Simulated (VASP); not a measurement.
# BaNb3 (Pm-3m) in VASP: further runs

Runs on BaNb3. Level: PBE. Tasks: single point, relaxation of cell and atoms.

Everything below comes from runs of VASP 6.6.1. Logs are shortened: lines on timing, memory, paths and dates and some standing lists are left out, and cuts for length are marked.

## 1. The cell of the first run

The structure is cubic, space group Pm-3m (No. 221). The conventional cell has a = 4.368 Å, b = 4.368 Å, c = 4.368 Å, α = 90.00°, β = 90.00°, γ = 90.00°. Ba (site symmetry m-3m) has 12 Nb at 3.09 Å within 4.1 Å. Within 4.1 Å of Nb (site symmetry 4/mmm) lie 4 Ba at 3.09 Å and 8 Nb at 3.09 Å.

## 2. Single point, PBE

The input, INCAR:

```
SYSTEM = BaNb3
PREC = Accurate ; ENCUT = 520
EDIFF = 1E-6 ; ISMEAR = 0
SIGMA = 0.1 ; LREAL = .False.
LASPH = .True. ; NELM = 60
ALGO = Normal ; ISIF = 2
LWAVE = .False. ; LCHARG = .True.
GGA = PE ; LELF = .True.
LVHAR = .True. ; NBANDS = 32
```

The input, KPOINTS:

```
regular mesh
0
Gamma
  4 4 4
  0 0 0
```

The input, POSCAR:

```
BaNb3
1.0
    4.3676220002      0.0000000000      0.0000000000
    0.0000000000      4.3676220002      0.0000000000
    0.0000000000      0.0000000000      4.3676220002
Ba Nb
1 3
Direct
    0.0000000000      0.0000000000      0.0000000000
    0.0000000000      0.5000000000      0.5000000000
    0.5000000000      0.0000000000      0.5000000000
    0.5000000000      0.5000000000      0.0000000000
```

Potentials or basis: VASP PAW PBE potentials, release 64 (Ba_sv, Nb_sv).

Run with:

```sh
$ cat potpaw_PBE.64/Ba_sv/POTCAR potpaw_PBE.64/Nb_sv/POTCAR > POTCAR
$ mpirun -np 1 vasp_std > vasp.out
```

OUTCAR:

```text
SYSTEM = BaNb3
   PREC = Accurate
   ENCUT = 520
   EDIFF = 1E-6
   ISMEAR = 0
   LREAL = .False.
   LASPH = .True.
   NELM = 60
   ISIF = 2
   GGA = PE

 ion  position               nearest neighbor table
   1  0.000  0.000  0.000-   2 3.09   3 3.09   4 3.09   2 3.09   3 3.09   2 3.09   4 3.09   2 3.09
                             3 3.09   4 3.09   3 3.09   4 3.09
   2  0.000  0.500  0.500-   1 3.09   1 3.09   1 3.09   1 3.09
   3  0.500  0.000  0.500-   1 3.09   1 3.09   1 3.09   1 3.09
   4  0.500  0.500  0.000-   1 3.09   1 3.09   1 3.09   1 3.09

  LATTYP: Found a simple cubic cell.
 ALAT       =     4.3676220002

  Lattice vectors:

 A1 = (   4.3676220002,   0.0000000000,   0.0000000000)
 A2 = (   0.0000000000,   4.3676220002,   0.0000000000)
 A3 = (   0.0000000000,   0.0000000000,   4.3676220002)

Analysis of symmetry for initial positions (statically):
=====================================================================
 Subroutine PRICEL returns:
 Original cell was already a primitive cell.

 Routine SETGRP: Setting up the symmetry group for a
 simple cubic supercell.

 Subroutine GETGRP returns: Found 48 space group operations
 (whereof 48 operations were pure point group operations)
 out of a pool of 48 trial point group operations.

The static configuration has the point symmetry O_h .

Analysis of symmetry for dynamics (positions and initial velocities):
=====================================================================
 Subroutine PRICEL returns:
 Original cell was already a primitive cell.

 Routine SETGRP: Setting up the symmetry group for a
 simple cubic supercell.

 Subroutine GETGRP returns: Found 48 space group operations
 (whereof 48 operations were pure point group operations)
 out of a pool of 48 trial point group operations.

The dynamic configuration has the point symmetry O_h .

 Subroutine INISYM returns: Found 48 space group operations
 (whereof 48 operations are pure point group operations),
 and found     1 'primitive' translations

----------------------------------------------------------------------------------------

                                     Primitive cell

  volume of cell :      83.3173

  direct lattice vectors                    reciprocal lattice vectors
     4.367622000  0.000000000  0.000000000     0.228957543  0.000000000  0.000000000
     0.000000000  4.367622000  0.000000000     0.000000000  0.228957543  0.000000000
     0.000000000  0.000000000  4.367622000     0.000000000  0.000000000  0.228957543

  length of vectors
     4.367622000  4.367622000  4.367622000     0.228957543  0.228957543  0.228957543
[... 72 lines left out ...]
   EDIFFG = 0.1E-04   stopping-criterion for IOM
   NSW    =      0    number of steps for IOM
   IBRION =     -1    ionic relax: 0-MD 1-quasi-New 2-CG
   NFREE  =      0    steps in history (QN), initial steepest desc. (CG)
   ISIF   =      2    stress and relaxation
   ISYM   =      2    0-nonsym 1-usesym 2-fastsym
   POTIM  = 0.5000    time-step for ionic-motion
   TEBEG  =    0.0;   TEEND  =   0.0 temperature during run
   PSTRESS=    0.0 pullay stress
   NELECT =      49.0000    total number of electrons
   NUPDOWN=      -1.0000    fix difference up-down
   EMIN   =  10.00;   EMAX   =-10.00  energy-range for DOS
   EFERMI =   0.00;   METHOD = LEGACY
   ISMEAR =     0;   SIGMA  =   0.10  broadening in eV -4-tet -1-fermi 0-gaus
   EFERMI_NEDOS =   21; number of points for ismear=-14 and -15
   IALGO  =     38    algorithm
   IMIX   =      4    mixing-type and parameters
     AMIX     =   0.40;   BMIX     =  1.00
     AMIX_MAG =   1.60;   BMIX_MAG =  1.00
  volume/ion in A,a.u.               =      20.83       140.56
  Fermi-wavevector in a.u.,A,eV,Ry     =   1.371603  2.591954 25.596576  1.881295
  Thomas-Fermi vector in A             =   2.497285
   LORBIT       =      0    0 simple, 1 ext, 2 COOP (PROOUT), +10 PAW based schemes
   GGA     = PE    functional components
   LHFCALC =     F    Hartree Fock is set to
   AEXX    =    0.0000 exact exchange contribution
   IVDW    =     0    specifies the selected vdW correction
   LEPSILON=     F    determine dielectric tensor
   LRPA    =     F    only Hartree local field effects (RPA)
 non-spin polarized calculation
 Gauss-broadening in eV      SIGMA  =   0.10
  energy-cutoff  :      520.00
  volume of cell :       83.32
 maximum number of plane-waves:      2272
   NGX = 17   NGY = 17   NGZ = 17

 number of electron      48.9999998 magnetization

 Free energy of the ion-electron system (eV)
  ---------------------------------------------------
  ext. energy  EPLUGINS =         0.00000000
  ---------------------------------------------------
  free energy    TOTEN  =       -27.25203253 eV

  energy without entropy =      -27.21143669  energy(sigma->0) =      -27.23173461

 E-fermi :   9.3462     XC(G=0): -11.7974

 val. band max:        9.3172091769   @ k =   0.5000   0.5000   0.2500
 cond. band min:       9.3525424353   @ k =   0.5000   0.2500   0.2500
 fundamental gap:      0.0353332584
 Fermi energy:         9.3462267318

 k-point     1 :       0.0000    0.0000    0.0000
  band No.  band energies     occupation
      1     -45.7850      2.00000
      2     -45.6565      2.00000
      3     -45.6565      2.00000
      4     -22.0975      2.00000
      5     -22.0975      2.00000
      6     -22.0975      2.00000
[... 339 lines left out ...]
     31      12.9905      0.00000
     32      13.0441      0.00000

------------------------ aborting loop because EDIFF is reached ----------------------------------------

  FORCE on cell =-STRESS in cart. coord.  units (eV):
  Direction    XX          YY          ZZ          XY          YZ          ZX
  --------------------------------------------------------------------------------------
  -------------------------------------------------------------------------------------
  Total        3.8300862      3.8300862      3.8300862      0.0000000     -0.0000000      0.0000000
  in kB       73.6519066     73.6519066     73.6519066      0.0000000     -0.0000000      0.0000000
  external PRESSURE =      73.6519066 kB  Pullay stress =       0.0000000 kB

 VOLUME and BASIS-vectors are now :
 -----------------------------------------------------------------------------
  energy-cutoff  :      520.00
  volume of cell :       83.32
      direct lattice vectors                 reciprocal lattice vectors
     4.367622000  0.000000000  0.000000000     0.228957543  0.000000000  0.000000000
     0.000000000  4.367622000  0.000000000     0.000000000  0.228957543  0.000000000
     0.000000000  0.000000000  4.367622000     0.000000000  0.000000000  0.228957543

 POSITION                                       TOTAL-FORCE (eV/Angst)
 -----------------------------------------------------------------------------------
      0.00000      0.00000      0.00000         0.000000      0.000000      0.000000
      0.00000      2.18381      2.18381         0.000000      0.000000      0.000000
      2.18381      0.00000      2.18381         0.000000      0.000000      0.000000
      2.18381      2.18381      0.00000         0.000000      0.000000      0.000000
 -----------------------------------------------------------------------------------
    total drift:                                0.000000     -0.000000     -0.000000

  FREE ENERGIE OF THE ION-ELECTRON SYSTEM (eV)
  ---------------------------------------------------
  free  energy   TOTEN  =       -27.2520325320 eV

  energy  without entropy=      -27.2114366940  energy(sigma->0) =      -27.23173461
```

OSZICAR:

```text
N       E                     dE             d eps       ncg     rms          rms(c)
DAV:   1     0.587346919908E+03    0.58735E+03   -0.26235E+04   640   0.155E+03
DAV:   2     0.182714680098E+02   -0.56908E+03   -0.55195E+03   776   0.609E+02
DAV:   3    -0.266116174448E+02   -0.44883E+02   -0.43258E+02  1136   0.127E+02
DAV:   4    -0.295998620450E+02   -0.29882E+01   -0.29302E+01   984   0.291E+01
DAV:   5    -0.297952462134E+02   -0.19538E+00   -0.19414E+00  1032   0.749E+00    0.179E+01
DAV:   6    -0.272895666843E+02    0.25057E+01   -0.10643E+01   904   0.189E+01    0.746E+00
DAV:   7    -0.272404185985E+02    0.49148E-01   -0.78747E-01   984   0.474E+00    0.372E+00
DAV:   8    -0.272481199837E+02   -0.77014E-02   -0.13420E-01  1080   0.227E+00    0.100E+00
DAV:   9    -0.272515640833E+02   -0.34441E-02   -0.13870E-02   904   0.818E-01    0.302E-01
DAV:  10    -0.272520702403E+02   -0.50616E-03   -0.26009E-03   992   0.368E-01    0.403E-02
DAV:  11    -0.272520389280E+02    0.31312E-04   -0.10764E-04   952   0.863E-02    0.145E-02
DAV:  12    -0.272520350304E+02    0.38976E-05   -0.71977E-06   880   0.233E-02    0.624E-03
DAV:  13    -0.272520324227E+02    0.26077E-05   -0.59628E-07   544   0.724E-03    0.214E-03
DAV:  14    -0.272520325320E+02   -0.10931E-06   -0.13619E-07   520   0.343E-03
   1 F= -.27252033E+02 E0= -.27231735E+02  d E =-.405958E-01
```

stdout:

```text
POSCAR found type information on POSCAR BaNb
 POSCAR found :  2 types and       4 ions
 scaLAPACK will be used
 LDA part: xc-table for (Slater+PW92), standard interpolation
 POSCAR, INCAR and KPOINTS ok, starting setup
 FFT: planning ... GRIDC
 FFT: planning ... GRID_SOFT
 FFT: planning ... GRID
 WAVECAR not read
 entering main loop
```

It took 21 s on 1 thread of Intel Xeon 6975P-C (Granite Rapids), shared host; peak memory 0.18 GiB.

Results:

- Free energy: -27.2520 eV
- Pressure: 7.4 GPa

Levels at points of the mesh, in eV from the Fermi level:
| k point | band 21 | band 22 | band 23 | band 24 | band 25 | band 26 | band 27 | band 28 |
| --- | --- | --- | --- | --- | --- | --- | --- | --- |
| (0.00, 0.00, 0.00) | -3.17 | -3.17 | -3.06 | 0.16 | 0.16 | 0.16 | 2.42 | 2.42 |
| (0.50, 0.00, 0.00) | -1.71 | -1.44 | -1.00 | -1.00 | -0.46 | -0.46 | 0.67 | 0.99 |
| (0.50, 0.50, 0.00) | -1.00 | -1.00 | -0.77 | -0.63 | -0.27 | -0.27 | -0.14 | 0.48 |
| (0.50, 0.50, 0.50) | -0.63 | -0.63 | -0.63 | 0.11 | 0.11 | 0.11 | 0.59 | 0.59 |

Caveat: spin-orbit coupling is left out, which moves the levels of the heavy elements.

## 3. Single point, PBE

This run uses another cell than the first one, of 22.05 Å³/atom, 1.058 times its volume.

The input, INCAR:

```
  PREC = Accurate
  ENCUT = 520
  EDIFF = 1E-6
  ISMEAR = 0
  SIGMA = 0.1
  LREAL = False
  LASPH = True
  NELM = 80
  ALGO = Fast
  ISIF = 2
  LWAVE = False
  LCHARG = True
  GGA = PE
  LELF = True
  LVHAR = True
  NBANDS = 32
```

The input, KPOINTS:

```
Automatic mesh
0
Gamma
  4 4 4
```

The input, POSCAR:

```
BaNb3
1.0
    4.4511392863      0.0000000000      0.0000000000
    0.0000000000      4.4511392863      0.0000000000
    0.0000000000      0.0000000000      4.4511392863
Ba Nb
1 3
Direct
    0.0000000000      0.0000000000      0.0000000000
    0.0000000000      0.5000000000      0.5000000000
    0.5000000000      0.0000000000      0.5000000000
    0.5000000000      0.5000000000      0.0000000000
```

Potentials or basis: VASP PAW PBE potentials, release 64 (Ba_sv, Nb_sv).

Run with:

```sh
$ cat potpaw_PBE.64/Ba_sv/POTCAR potpaw_PBE.64/Nb_sv/POTCAR > POTCAR
$ mpirun -np 1 vasp_std > vasp.out
```

Run time: 81 s. Hardware: 1 thread of Intel Xeon 6975P-C (Granite Rapids), shared host; peak memory 0.2 GiB.

Results (log left out):

```yaml
Free_energy: -27.3816 eV
Pressure: 1.3 GPa
```

Levels at points of the mesh, in eV from the Fermi level:
```tsv
k point	band 22	band 23	band 24	band 25	band 26	band 27
(0.00, 0.00, 0.00)	-2.89	-2.88	0.21	0.21	0.21	2.28
(0.50, 0.00, 0.00)	-1.25	-0.92	-0.92	-0.45	-0.45	0.67
(0.50, 0.50, 0.00)	-0.90	-0.66	-0.63	-0.33	-0.33	-0.09
(0.50, 0.50, 0.50)	-0.53	-0.53	0.17	0.17	0.17	0.49
```

Caveat: spin-orbit coupling is left out, which moves the levels of the heavy elements.

(Part 1 of 2 ends here.)
